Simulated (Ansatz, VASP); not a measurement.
## Two plane-wave programs on SiC

```xyz
12
Lattice="3.0785 0.0000 0.0000 -1.5392 2.6660 0.0000 0.0000 0.0000 15.1065" Properties=species:S:1:pos:R:3 pbc="T T T"
Si    0.0000    0.0000    1.8888
Si    0.0000    0.0000    9.4421
Si    0.0000    1.7774    4.4083
Si    1.5392    0.8887   11.9616
Si    0.0000    1.7774   14.4765
Si    1.5392    0.8887    6.9233
C     0.0000    0.0000   -0.0047
C     0.0000    0.0000    7.5485
C     0.0000    1.7774    2.5205
C     1.5392    0.8887   10.0737
C     0.0000    1.7774   12.5885
C     1.5392    0.8887    5.0352
```

Alike in both runs: functional r2SCAN; k mesh 12 × 12 × 2; occupations gaussian, width 0.02 eV; no spin polarisation.

Ansatz relaxed the structure, and its values are those at the end. VASP's run is a single point on that final structure, the one shown.

|  | VASP | Ansatz |
| --- | --- | --- |
| version | VASP 6.6.1 | Ansatz 0.2.0 |
| potentials or method | VASP PAW PBE potentials, release 64 (Si, C), cutoff 520 eV | scalar-relativistic, plane waves, PAW |
| valence electrons in the cell | 48 | 48 |

|  | VASP | Ansatz | Ansatz less VASP |
| --- | --- | --- | --- |
| gap on the k mesh at the Fermi level (eV) | 2.40 | 2.39 | -0.011 |
| least direct gap on the mesh (eV) | 3.56 | 3.54 | -0.012 |
| pressure (GPa) | -0.2 | 0.0 | +0.19 |

VASP's potentials were made for PBE, not for r2SCAN. With one functional, cell and mesh, what is left measures potentials, basis and numerics.
